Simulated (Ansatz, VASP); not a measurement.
# Two plane-wave programs on Ca

File INCAR:

```
SYSTEM = Ca
PREC = Accurate
ENCUT = 520
EDIFF = 1E-6
ISMEAR = 0
SIGMA = 0.1
LREAL = .False.
LASPH = .True.
NELM = 80
ALGO = Normal
ISIF = 2
LWAVE = .False.
LCHARG = .False.
GGA = PE
NBANDS = 11
```

KPOINTS

```
regular mesh
0
Gamma
  14 14 14
  0 0 0
```

Contents of POSCAR:

```
Ca
1.0
    0.0000000000      2.7942000000      2.7942000000
    2.7942000000      0.0000000000      2.7942000000
    2.7942000000      2.7942000000      0.0000000000
Ca
1
Direct
    0.0000000000      0.0000000000      0.0000000000
```

Input for Ansatz:

```yaml
crystal:
  lattice:
    - [0.0, 2.7942, 2.7942]
    - [2.7942, 0.0, 2.7942]
    - [2.7942, 2.7942, 0.0]
  atoms:
    - { symbol: Ca, position: [0.0, 0.0, 0.0] }
basis:
  ecutwfc: 420
kpoints:
  mp_grid: { grid: [14, 14, 14] }
hamiltonian:
  xc: pbe
scf:
  occupations: { method: gaussian, width: 0.1 }
output:
  forces: true
  stress: true
  eigenvalues: true
  populations: true
```

Alike in both runs: task single point; functional PBE; k mesh 14 × 14 × 14; occupations gaussian, width 0.1 eV; no spin polarisation.

```csv
,VASP,Ansatz
version,VASP 6.6.1,Ansatz 0.2.0
potentials or method,"VASP PAW PBE potentials, release 64 (Ca_sv), cutoff 520 eV","scalar-relativistic, plane waves, PAW"
valence electrons in the cell,10,10
```

```csv
,VASP,Ansatz,Ansatz less VASP
gap on the k mesh at the Fermi level (eV),none,none,-
pressure (GPa),-0.6,-0.6,0.00
```

A gap of «none» marks a metal or a gap that the smearing closes.
